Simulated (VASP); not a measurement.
Cr: single point with BLYP

The system is Cr.

```
CELL_PARAMETERS angstrom
0.00000 1.78123 1.78123
1.78123 0.00000 1.78123
1.78123 1.78123 0.00000
ATOMIC_POSITIONS crystal
Cr 0.00000 0.00000 0.00000
```

This cell differs from its parent crystal: volume scaled by 0.92.

- Program: VASP 6.6.1
- Task: single point
- Functional: BLYP
- Potentials or basis: VASP PAW PBE potentials, release 64 (Cr_pv)
- Cutoff: 520 eV
- k mesh: 17 × 17 × 17
- Occupations: fermi-dirac, width 0.1 eV
- Spin: no spin polarisation
- Dipole correction: no
- Further INCAR settings: ALGO = Normal; EDIFF = 1e-06; NBANDS = 12

```json
{
  "Pressure": "21.2 GPa",
  "Band gap on the k mesh": "zero (band 6 reaches 14.16 eV, above the bottom of band 7 at 11.00 eV)"
}
```

Levels at points of the mesh, in eV from the Fermi level:
| k point | band 4 | band 5 | band 6 | band 7 | band 8 | band 9 |
| --- | --- | --- | --- | --- | --- | --- |
| (0.00, 0.00, 0.00) | -7.46 | -0.52 | -0.52 | -0.52 | 1.39 | 1.39 |

Wall time 21 s on 1 thread of Intel(R) Xeon(R) Platinum 8375C CPU @ 2.90GHz (Ice Lake), with other jobs on the host, peak memory 0.14 GiB.

Caveat: the PAW data sets were made with another functional, which shifts forces and pressure a little; the run has no spin polarisation, though such a crystal can be magnetic. Spin polarisation is off, so any magnetic state and its effect on volume and gap are missing.
